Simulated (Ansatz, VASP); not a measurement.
# CoMo: VASP beside Ansatz

```xyz
2
Lattice="2.8478 0.0000 0.0000 -1.4239 2.4663 0.0000 0.0000 0.0000 4.4209" Properties=species:S:1:pos:R:3 pbc="T T T"
Co    1.4239    0.8221    2.2105
Mo    0.0000    1.6442    0.0000
```

Change from the starting cell: volume scaled by 1.18, no spin polarisation, PAW files.

Alike in both runs: task single point; functional LDA; k mesh 14 × 14 × 8; occupations fermi-dirac, width 0.05 eV; no spin polarisation.

|  | VASP | Ansatz |
| --- | --- | --- |
| version | VASP 6.6.1 | Ansatz 0.2.0 |
| potentials or method | VASP PAW LDA potentials, release 64 (Co_sv, Mo_sv) | PAW with Ansatz's default frozen-core files, scalar-relativistic |
| plane-wave cutoff (eV) | 690 | 420 |
| valence electrons in the cell | 31 | 31 |

|  | VASP | Ansatz | Ansatz less VASP |
| --- | --- | --- | --- |
| pressure (GPa) | -38.1 | -38.3 | -0.24 |
| traceless stress, the component that is largest in VASP (GPa) | -0.33 | -0.24 | +0.089 |

LDA's correlation is that of Perdew and Zunger in VASP and of Perdew and Wang (1992) in Ansatz. Both programs put the cell under strong tension, so it lies far from rest at this level.

Noted on VASP's run: the cell as given lies far from equilibrium.
